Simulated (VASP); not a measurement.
# C (C2/m) in VASP: notebook

C is run at these levels: PBE; tasks: single point.

Everything below comes from runs of VASP 6.6.1. Logs are shortened: lines on timing, memory, paths and dates and some standing lists are left out, and cuts for length are marked.

### Step 1. The cell of the first run

Symmetry: C2/m, No. 12, monoclinic system. Conventional cell: a = 4.368 Å, b = 2.522 Å, c = 2.522 Å, α = 90.00°, β = 125.26°, γ = 90.00°. C (site symmetry m) has 4 C at 1.45 to 1.82 Å within 1.9 Å.

### Step 2. Single point, PBE (atom 1 (C) moved by (-0.200, -0.200) A along [1 1 0] and z)

The input, INCAR:

```
  ALGO = Normal
  EDIFF = 1E-7
  ENCUT = 520
  GGA = PE
  ISIF = 2
  ISMEAR = 0
  LASPH = True
  LCHARG = False
  LREAL = False
  LWAVE = False
  NBANDS = 11
  NELM = 80
  PREC = Accurate
  SIGMA = 0.05
```

The input, KPOINTS:

```
k-points
0
Gamma
  12 12 12
```

The input, POSCAR:

```
C
1.0
    0.0000000000      1.7834000000      1.7834000000
    1.7834000000      0.0000000000      1.7834000000
    1.7834000000      1.7834000000      0.0000000000
C
2
Direct
    0.4439273298      0.4439273298      0.4767739395
    0.7500000000      0.7500000000      0.7500000000
```

Potentials or basis: VASP PAW PBE potentials, release 64 (C).

The run is started by

```console
$ cat potpaw_PBE.64/C/POTCAR > POTCAR
$ mpirun -np 1 vasp_std > vasp.out
```

OUTCAR:

```text
EDIFF = 1E-7
   ENCUT = 520
   GGA = PE
   ISIF = 2
   ISMEAR = 0
   LASPH = True
   LREAL = False
   NELM = 80
   PREC = Accurate

 ion  position               nearest neighbor table
   1  0.444  0.444  0.477-   2 1.45   2 1.45   2 1.52   2 1.82
   2  0.750  0.750  0.750-   1 1.45   1 1.45   1 1.52   1 1.82

  LATTYP: Found a face centered cubic cell.
 ALAT       =     3.5668000000

  Lattice vectors:

 A1 = (   0.0000000000,   1.7834000000,   1.7834000000)
 A2 = (   1.7834000000,   0.0000000000,   1.7834000000)
 A3 = (   1.7834000000,   1.7834000000,   0.0000000000)

Analysis of symmetry for initial positions (statically):
=====================================================================
 Subroutine PRICEL returns:
 Original cell was already a primitive cell.

 Routine SETGRP: Setting up the symmetry group for a
 face centered cubic supercell.

 Subroutine GETGRP returns: Found  4 space group operations
 (whereof  2 operations were pure point group operations)
 out of a pool of 48 trial point group operations.

The static configuration has the point symmetry C_1h.
 The point group associated with its full space group is C_2h.

Analysis of symmetry for dynamics (positions and initial velocities):
=====================================================================
 Subroutine PRICEL returns:
 Original cell was already a primitive cell.

 Routine SETGRP: Setting up the symmetry group for a
 face centered cubic supercell.

 Subroutine GETGRP returns: Found  4 space group operations
 (whereof  2 operations were pure point group operations)
 out of a pool of 48 trial point group operations.

The dynamic configuration has the point symmetry C_1h.
 The point group associated with its full space group is C_2h.

 Subroutine INISYM returns: Found  4 space group operations
 (whereof  2 operations are pure point group operations),
 and found     1 'primitive' translations

----------------------------------------------------------------------------------------

                                     Primitive cell

  volume of cell :      11.3443

  direct lattice vectors                    reciprocal lattice vectors
     0.000000000  1.783400000  1.783400000    -0.280363351  0.280363351  0.280363351
     1.783400000  0.000000000  1.783400000     0.280363351 -0.280363351  0.280363351
     1.783400000  1.783400000  0.000000000     0.280363351  0.280363351 -0.280363351

  length of vectors
     2.522108467  2.522108467  2.522108467     0.485603568  0.485603568  0.485603568

  position of ions in fractional coordinates (direct lattice)
[... 89 lines left out ...]
   PSTRESS=    0.0 pullay stress
   NELECT =       8.0000    total number of electrons
   NUPDOWN=      -1.0000    fix difference up-down
   EMIN   =  10.00;   EMAX   =-10.00  energy-range for DOS
   EFERMI =   0.00;   METHOD = LEGACY
   ISMEAR =     0;   SIGMA  =   0.05  broadening in eV -4-tet -1-fermi 0-gaus
   EFERMI_NEDOS =   21; number of points for ismear=-14 and -15
   IALGO  =     38    algorithm
   IMIX   =      4    mixing-type and parameters
     AMIX     =   0.40;   BMIX     =  1.00
     AMIX_MAG =   1.60;   BMIX_MAG =  1.00
  volume/ion in A,a.u.               =       5.67        38.28
  Fermi-wavevector in a.u.,A,eV,Ry     =   1.457178  2.753668 28.890189  2.123369
  Thomas-Fermi vector in A             =   2.574010
   LORBIT       =      0    0 simple, 1 ext, 2 COOP (PROOUT), +10 PAW based schemes
   GGA     = PE    functional components
   LHFCALC =     F    Hartree Fock is set to
   AEXX    =    0.0000 exact exchange contribution
   IVDW    =     0    specifies the selected vdW correction
   LEPSILON=     F    determine dielectric tensor
   LRPA    =     F    only Hartree local field effects (RPA)
 non-spin polarized calculation
 Gauss-broadening in eV      SIGMA  =   0.05
  energy-cutoff  :      520.00
  volume of cell :       11.34
 maximum number of plane-waves:       316
   NGX =  9   NGY =  9   NGZ =  9

 number of electron       8.0000000 magnetization

 Free energy of the ion-electron system (eV)
  ---------------------------------------------------
  ext. energy  EPLUGINS =         0.00000000
  ---------------------------------------------------
  free energy    TOTEN  =       -17.22307002 eV

  energy without entropy =      -17.22307002  energy(sigma->0) =      -17.22307002

 E-fermi :  12.7443     XC(G=0): -13.2724

 val. band max:       12.3851983017   @ k =  -0.0833   0.0833   0.0000
 cond. band min:      12.9785994536   @ k =   0.0000   0.4167   0.4167
 fundamental gap:      0.5934011519
 Fermi energy:        12.7442797501

 k-point     1 :       0.0000    0.0000    0.0000
  band No.  band energies     occupation
      1     -11.8301      2.00000
      2       7.0767      2.00000
      3       8.4239      2.00000
      4      11.8465      2.00000
      5      14.7671      0.00000
      6      16.2215      0.00000
      7      17.7374      0.00000
      8      22.7631      0.00000
      9      28.0385      0.00000
     10      34.6017      0.00000
     11      36.0192      0.00000
[... 309 lines left out ...]
 k-point    24 :       0.0833    0.0000    0.1667
  band No.  band energies     occupation
      1     -11.1328      2.00000
      2       6.0608      2.00000
      3       6.2647      2.00000
      4      10.4981      2.00000
      5      14.3610      0.00000
      6      18.3012      0.00000
      7      19.1859      0.00000
      8      23.0570      0.00000
      9      28.6711      0.00000
     10      31.3868      0.00000
     11      35.1310      0.00000

 [... further k-points ...]

------------------------ aborting loop because EDIFF is reached ----------------------------------------

  FORCE on cell =-STRESS in cart. coord.  units (eV):
  Direction    XX          YY          ZZ          XY          YZ          ZX
  --------------------------------------------------------------------------------------
  -------------------------------------------------------------------------------------
  Total        1.4794429      1.4794429      1.2537174      0.8097170      1.2649433      1.2649433
  in kB      208.9452492    208.9452492    177.0654946    114.3582585    178.6509675    178.6509630
  external PRESSURE =     198.3186644 kB  Pullay stress =       0.0000000 kB

 VOLUME and BASIS-vectors are now :
 -----------------------------------------------------------------------------
  energy-cutoff  :      520.00
  volume of cell :       11.34
      direct lattice vectors                 reciprocal lattice vectors
     0.000000000  1.783400000  1.783400000    -0.280363351  0.280363351  0.280363351
     1.783400000  0.000000000  1.783400000     0.280363351 -0.280363351  0.280363351
     1.783400000  1.783400000  0.000000000     0.280363351  0.280363351 -0.280363351

 POSITION                                       TOTAL-FORCE (eV/Angst)
 -----------------------------------------------------------------------------------
      1.64198      1.64198      1.58340         1.708096      1.708096      4.385804
      2.67510      2.67510      2.67510        -1.708096     -1.708096     -4.385804
 -----------------------------------------------------------------------------------
    total drift:                                0.000001      0.000001      0.000005

  FREE ENERGIE OF THE ION-ELECTRON SYSTEM (eV)
  ---------------------------------------------------
  free  energy   TOTEN  =       -17.2230700182 eV

  energy  without entropy=      -17.2230700182  energy(sigma->0) =      -17.22307002
```

Wall time 42 s (1 thread of Intel Xeon 6975P-C, shared host); peak memory 0.15 GiB.

Results:

- Free energy: -17.2231 eV
- Pressure: 19.8 GPa
- Largest force: 5.007 eV/Å
- Band gap on the k mesh: 0.59 eV, indirect (least direct gap 0.85 eV)

Forces on the atoms (eV/Å):
```
C    1.708  1.708  4.386
C   -1.708 -1.708 -4.386
```

Stress tensor (GPa, compression positive):
```
20.89 11.44 17.87
11.44 20.89 17.87
17.87 17.87 17.71
```

Levels at points of the mesh, in eV from the valence-band top:
| k point | band 1 | band 2 | band 3 | band 4 | band 5 | band 6 | band 7 | band 8 |
| --- | --- | --- | --- | --- | --- | --- | --- | --- |
| (0.00, 0.00, 0.00) | -24.22 | -5.31 | -3.96 | -0.54 | 2.38 | 3.84 | 5.35 | 10.38 |
| (0.50, 0.00, 0.00) | -18.23 | -16.79 | -7.19 | -2.67 | 1.67 | 6.60 | 10.62 | 13.66 |
| (0.00, 0.00, 0.50) | -18.47 | -16.27 | -7.69 | -2.27 | 1.11 | 6.60 | 10.69 | 12.96 |
| (0.50, 0.50, 0.50) | -19.00 | -14.73 | -6.74 | -5.51 | 3.99 | 5.75 | 6.16 | 10.51 |
| (0.50, 0.50, 0.00) | -16.08 | -15.09 | -10.04 | -7.81 | 1.30 | 1.52 | 14.74 | 16.30 |
| (0.00, 0.50, 0.50) | -15.86 | -15.54 | -9.61 | -7.71 | 0.72 | 1.49 | 15.56 | 15.90 |

Caveat: the cell differs from its parent crystal (atom 1 (C) moved by (-0.200, -0.200) A along [1 1 0] and z); forces of over 1 eV/Å act on the atoms, so gaps and moduli don't describe the material at rest. A k mesh can miss the band edges.

### Step 3. Single point, PBE (atom 1 (C) moved by (-0.200, +0.200) A along [1 1 0] and z)

The input, INCAR:

```
SYSTEM = C
PREC = Accurate
ENCUT = 520
EDIFF = 1E-6
ISMEAR = 0
SIGMA = 0.05
LREAL = .False.
LASPH = .True.
NELM = 80
ALGO = Normal
ISIF = 2
LWAVE = .False.
LCHARG = .False.
GGA = PE
NBANDS = 11
```

The input, KPOINTS:

```
Automatic mesh
0
Gamma
  12 12 12
  0 0 0
```

Changes to POSCAR since step 2:

```diff
@@ -8,3 +8,3 @@
 Direct
-    0.4439273298      0.4439273298      0.4767739395
+    0.5560726702      0.5560726702      0.3646285992
     0.7500000000      0.7500000000      0.7500000000
```

Potentials or basis: VASP PAW PBE potentials, release 64 (C).

The run is started by

```console
$ cat potpaw_PBE.64/C/POTCAR > POTCAR
$ mpirun -np 1 vasp_std > vasp.out
```

OUTCAR:

```text
SYSTEM = C
   PREC = Accurate
   ENCUT = 520
   EDIFF = 1E-6
   ISMEAR = 0
   LREAL = .False.
   LASPH = .True.
   NELM = 80
   ISIF = 2
   GGA = PE

 ion  position               nearest neighbor table
   1  0.556  0.556  0.365-   2 1.27   2 1.62   2 1.68   2 1.68
   2  0.750  0.750  0.750-   1 1.27   1 1.62   1 1.68   1 1.68

  LATTYP: Found a face centered cubic cell.
 ALAT       =     3.5668000000

  Lattice vectors:

 A1 = (   0.0000000000,   1.7834000000,   1.7834000000)
 A2 = (   1.7834000000,   0.0000000000,   1.7834000000)
 A3 = (   1.7834000000,   1.7834000000,   0.0000000000)

Analysis of symmetry for initial positions (statically):
=====================================================================
 Subroutine PRICEL returns:
 Original cell was already a primitive cell.

 Routine SETGRP: Setting up the symmetry group for a
 face centered cubic supercell.

 Subroutine GETGRP returns: Found  4 space group operations
 (whereof  2 operations were pure point group operations)
 out of a pool of 48 trial point group operations.

The static configuration has the point symmetry C_1h.
 The point group associated with its full space group is C_2h.

Analysis of symmetry for dynamics (positions and initial velocities):
=====================================================================
 Subroutine PRICEL returns:
 Original cell was already a primitive cell.

 Routine SETGRP: Setting up the symmetry group for a
 face centered cubic supercell.

 Subroutine GETGRP returns: Found  4 space group operations
 (whereof  2 operations were pure point group operations)
 out of a pool of 48 trial point group operations.

The dynamic configuration has the point symmetry C_1h.
 The point group associated with its full space group is C_2h.

 Subroutine INISYM returns: Found  4 space group operations
 (whereof  2 operations are pure point group operations),
 and found     1 'primitive' translations

----------------------------------------------------------------------------------------

                                     Primitive cell

  volume of cell :      11.3443

  direct lattice vectors                    reciprocal lattice vectors
     0.000000000  1.783400000  1.783400000    -0.280363351  0.280363351  0.280363351
     1.783400000  0.000000000  1.783400000     0.280363351 -0.280363351  0.280363351
     1.783400000  1.783400000  0.000000000     0.280363351  0.280363351 -0.280363351

  length of vectors
     2.522108467  2.522108467  2.522108467     0.485603568  0.485603568  0.485603568

  position of ions in fractional coordinates (direct lattice)
     0.556072670  0.556072670  0.364628599
     0.750000000  0.750000000  0.750000000

  ion indices of the primitive-cell ions
   primitive index   ion index
                 1           1
                 2           2

----------------------------------------------------------------------------------------

 KPOINTS: Automatic mesh

Automatic generation of k-mesh.
[... 24 lines left out ...]
  0.083333  0.000000  0.000000      4.000000
  0.000000  0.000000  0.083333      2.000000
  0.083333  0.083333  0.083333      2.000000
  0.166667  0.000000  0.000000      4.000000
  0.000000  0.000000  0.166667      2.000000
[... 16 lines left out ...]
  0.000000  0.166667  0.083333      4.000000
  0.083333  0.000000  0.166667      4.000000
 [... further k-points ...]
   k-points           NKPTS =    476   k-points in BZ     NKDIM =    476   number of bands    NBANDS=     11
   number of dos      NEDOS =    301   number of ions     NIONS =      2
   total plane-waves  NPLWV =   8000
   dimension x,y,z NGX =    20 NGY =   20 NGZ =   20
   dimension x,y,z NGXF=    40 NGYF=   40 NGZF=   40
   ions per type =               2
   NGX,Y,Z   is equivalent  to a cutoff of  13.18, 13.18, 13.18 a.u.
   NGXF,Y,Z  is equivalent  to a cutoff of  26.37, 26.37, 26.37 a.u.
 SYSTEM =  C
   PREC   = accura    normal or accurate (medium, high low for compatibility)
   ISTART =      0    job   : 0-new  1-cont  2-samecut
   ICHARG =      2    charge: 1-file 2-atom 10-const
   ISPIN  =      1    spin polarized calculation?
   LNONCOLLINEAR =      F non collinear calculations
   LSORBIT =      F    spin-orbit coupling
   LASPH  =      T    aspherical Exc in radial PAW
   ENCUT  =  520.0 eV  38.22 Ry    6.18 a.u.   4.69  4.69  4.69*2*pi/ulx,y,z
   NELM   =     80;   NELMIN=  2; NELMDL= -5     # of ELM steps
   EDIFF  = 0.1E-05   stopping-criterion for ELM
   LREAL  =      F    real-space projection
   EDIFFG = 0.1E-04   stopping-criterion for IOM
   NSW    =      0    number of steps for IOM
   IBRION =     -1    ionic relax: 0-MD 1-quasi-New 2-CG
   NFREE  =      0    steps in history (QN), initial steepest desc. (CG)
   ISIF   =      2    stress and relaxation
   ISYM   =      2    0-nonsym 1-usesym 2-fastsym
   POTIM  = 0.5000    time-step for ionic-motion
   TEBEG  =    0.0;   TEEND  =   0.0 temperature during run
   PSTRESS=    0.0 pullay stress
   NELECT =       8.0000    total number of electrons
   NUPDOWN=      -1.0000    fix difference up-down
   EMIN   =  10.00;   EMAX   =-10.00  energy-range for DOS
   EFERMI =   0.00;   METHOD = LEGACY
   ISMEAR =     0;   SIGMA  =   0.05  broadening in eV -4-tet -1-fermi 0-gaus
   EFERMI_NEDOS =   21; number of points for ismear=-14 and -15
   IALGO  =     38    algorithm
   IMIX   =      4    mixing-type and parameters
     AMIX     =   0.40;   BMIX     =  1.00
     AMIX_MAG =   1.60;   BMIX_MAG =  1.00
  volume/ion in A,a.u.               =       5.67        38.28
  Fermi-wavevector in a.u.,A,eV,Ry     =   1.457178  2.753668 28.890189  2.123369
  Thomas-Fermi vector in A             =   2.574010
   LORBIT       =      0    0 simple, 1 ext, 2 COOP (PROOUT), +10 PAW based schemes
   GGA     = PE    functional components
   LHFCALC =     F    Hartree Fock is set to
   AEXX    =    0.0000 exact exchange contribution
   IVDW    =     0    specifies the selected vdW correction
   LEPSILON=     F    determine dielectric tensor
   LRPA    =     F    only Hartree local field effects (RPA)
 non-spin polarized calculation
 Gauss-broadening in eV      SIGMA  =   0.05
  energy-cutoff  :      520.00
  volume of cell :       11.34
 maximum number of plane-waves:       316
   NGX =  9   NGY =  9   NGZ =  9

 number of electron       8.0000000 magnetization

 Free energy of the ion-electron system (eV)
  ---------------------------------------------------
  ext. energy  EPLUGINS =         0.00000000
  ---------------------------------------------------
  free energy    TOTEN  =       -16.23074946 eV

  energy without entropy =      -16.23066668  energy(sigma->0) =      -16.23070807

 E-fermi :  11.9542     XC(G=0): -13.2483

 val. band max:       11.9468721587   @ k =   0.0000   0.5000   0.5000
 cond. band min:      11.9841990506   @ k =   0.0000   0.4167   0.4167
 fundamental gap:      0.0373268920
 Fermi energy:        11.9541575143

 k-point     1 :       0.0000    0.0000    0.0000
  band No.  band energies     occupation
      1     -11.9693      2.00000
      2       5.1242      2.00000
      3      12.0611      0.00249
      4      12.1970      0.00000
      5      12.7487      0.00000
      6      13.0060      0.00000
      7      19.5367      0.00000
      8      23.1837      0.00000
      9      28.5791      0.00000
     10      35.1835      0.00000
     11      36.0594      0.00000
[... 309 lines left out ...]
 k-point    24 :       0.0833    0.0000    0.1667
  band No.  band energies     occupation
      1     -11.2921      2.00000
      2       3.5886      2.00000
      3       8.5881      2.00000
      4      10.6756      2.00000
      5      13.7304      0.00000
      6      17.1038      0.00000
      7      19.9860      0.00000
      8      23.4183      0.00000
      9      29.1252      0.00000
     10      30.9039      0.00000
     11      33.5736      0.00000

 [... further k-points ...]

------------------------ aborting loop because EDIFF is reached ----------------------------------------

  FORCE on cell =-STRESS in cart. coord.  units (eV):
  Direction    XX          YY          ZZ          XY          YZ          ZX
  --------------------------------------------------------------------------------------
  -------------------------------------------------------------------------------------
  Total        3.2302336      3.2302336      2.9049098      2.1120664     -2.2831539     -2.2831540
  in kB      456.2136050    456.2136050    410.2673481    298.2921828   -322.4552821   -322.4552841
  external PRESSURE =     440.8981860 kB  Pullay stress =       0.0000000 kB

 VOLUME and BASIS-vectors are now :
 -----------------------------------------------------------------------------
  energy-cutoff  :      520.00
  volume of cell :       11.34
      direct lattice vectors                 reciprocal lattice vectors
     0.000000000  1.783400000  1.783400000    -0.280363351  0.280363351  0.280363351
     1.783400000  0.000000000  1.783400000     0.280363351 -0.280363351  0.280363351
     1.783400000  1.783400000  0.000000000     0.280363351  0.280363351 -0.280363351

 POSITION                                       TOTAL-FORCE (eV/Angst)
 -----------------------------------------------------------------------------------
      1.64198      1.64198      1.98340         8.764581      8.764581     -9.360579
      2.67510      2.67510      2.67510        -8.764581     -8.764581      9.360579
 -----------------------------------------------------------------------------------
    total drift:                                0.000002      0.000002     -0.000006

  FREE ENERGIE OF THE ION-ELECTRON SYSTEM (eV)
  ---------------------------------------------------
  free  energy   TOTEN  =       -16.2307494586 eV

  energy  without entropy=      -16.2306666820  energy(sigma->0) =      -16.23070807
```

It used 32 s of CPU time on 1 thread of Intel Xeon 6975P-C (shared host).

Results:

```yaml
Free_energy: -16.2307 eV
Pressure: 44.1 GPa
Largest_force: 15.532 eV/Å
Band_gap_on_the_k_mesh: zero (band 4 reaches 12.20 eV, above the bottom of band 5 at 11.95 eV)
```

Forces on the atoms (eV/Å):
```
C    8.765  8.765 -9.361
C   -8.765 -8.765  9.361
```

Stress tensor (GPa, compression positive):
```
 45.62  29.83 -32.25
 29.83  45.62 -32.25
-32.25 -32.25  41.03
```

Caveat: the cell differs from its parent crystal (atom 1 (C) moved by (-0.200, +0.200) A along [1 1 0] and z); forces of over 1 eV/Å act on the atoms, so gaps and moduli don't describe the material at rest.

(Continued in part 2 of 2.)
